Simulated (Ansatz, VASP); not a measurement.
**Two plane-wave programs on PbS**

```
Pb S
1.0
     2.94050   -2.90000    0.00000
     2.94050    2.90000    0.00000
    -1.08005    0.00000   11.70929
Pb S
2 2
Direct
  0.77560 0.77560 0.63638
  0.22440 0.22440 0.36362
  0.26840 0.26840 0.59860
  0.73160 0.73160 0.40140
```

Alike in both runs: task single point; functional PBEsol; k mesh 6 × 6 × 2; no spin polarisation.

|  | VASP | Ansatz |
| --- | --- | --- |
| version | VASP 6.6.1 | Ansatz 0.2.0 |
| potentials or method | VASP PAW PBE potentials, release 64 (Pb_d, S), cutoff 520 eV | plane waves, PAW |
| occupations | gaussian, width 0.01 eV | fixed |
| valence electrons in the cell | 40 | 40 |

|  | VASP | Ansatz | Ansatz less VASP |
| --- | --- | --- | --- |
| gap on the k mesh at the Fermi level (eV) | 1.25 | 1.25 | +0.001 |

VASP's potentials were made for PBE, not for PBEsol.

Neither program's run includes spin-orbit coupling.
